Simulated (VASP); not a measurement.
A run of VASP 6.6.1:

The input POSCAR:

```
Os
1.0
    2.7258741804      0.0000000000      0.0000000000
   -1.3629370902      2.3606762878      0.0000000000
    0.0000000000      0.0000000000      8.7478417212
Os
4
Direct
    1.0000000000      0.0000000000      0.0000000000
    1.0000000000      0.0000000000      0.5000000000
    0.3333333333      0.6666666667      0.2500000000
    0.6666666667      0.3333333333      0.7500000000
```

The input INCAR.step1:

```
ALGO = Normal ; EDIFF = 1E-4
ENCUT = 520 ; GGA = PE
ISMEAR = -1 ; LASPH = T
LCHARG = F ; LREAL = F
LWAVE = T ; NBANDS = 24
NELM = 80 ; PREC = Accurate
SIGMA = 0.1
```

The input INCAR.step2:

```
ALGO = Normal ; EDIFF = 1E-6
ENCUT = 520 ; ISIF = 2
ISMEAR = -1 ; ISTART = 1
LASPH = T ; LCHARG = F
LMIXTAU = T ; LREAL = F
LWAVE = F ; METAGGA = R2SCAN
NBANDS = 24 ; NELM = 80
PREC = Accurate ; SIGMA = 0.1
```

The input KPOINTS:

```
k-points
0
Gamma
  15 15 4
```

Potentials or basis: VASP PAW PBE potentials, release 64 (Os).

Run with:

```console
$ cat potpaw_PBE.64/Os/POTCAR > POTCAR
$ cp INCAR.step1 INCAR
$ mpirun -np 1 vasp_std > vasp.out
$ cp INCAR.step2 INCAR
$ mpirun -np 1 vasp_std > vasp.out
```

Hardware: 1 thread of Intel(R) Xeon(R) 6975P-C (Granite Rapids), on a shared host.

Question: How long does it take, and how much memory?

Answer: It took 2.7 min on 1 thread of Intel(R) Xeon(R) 6975P-C (Granite Rapids), on a shared host, peak memory 0.23 GiB. Counts: k points 81.
